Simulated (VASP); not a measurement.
# BeS: vibrations by perturbation theory with PBEsol

BeS:

```
CELL_PARAMETERS angstrom
0.00000 2.44291 2.44291
2.44291 0.00000 2.44291
2.44291 2.44291 0.00000
ATOMIC_POSITIONS crystal
Be 0.00000 0.00000 0.00000
S 0.75000 0.75000 0.75000
```

This cell differs from its parent crystal: volume scaled by 1.030.

* Program: VASP 6.6.1
* Task: vibrations by perturbation theory
* Functional: PBEsol
* Potentials or basis: VASP PAW PBE potentials, release 64 (Be, S)
* Cutoff: 520 eV
* k mesh: 8 × 8 × 8
* Occupations: gaussian, width 0.01 eV
* Spin: no spin polarisation
* Dipole correction: no
* Further INCAR settings: ALGO = Normal; EDIFF = 1e-08; IBRION = 8; NSW = 1

* Highest phonon frequency at Γ, LO-TO splitting left out: 553 cm⁻¹

Phonon frequencies in cm⁻¹ (negative: imaginary):
```tsv
q point	frequencies
(0.000, 0.000, 0.000)	0 0 0 553 553 553
```

Run time: 54 s on 1 thread of Intel(R) Xeon(R) Platinum 8375C CPU @ 2.90GHz (Ice Lake), with other jobs on the host, peak memory 0.21 GiB.

Caveat: the cell wasn't relaxed at this level first, which shifts response properties.
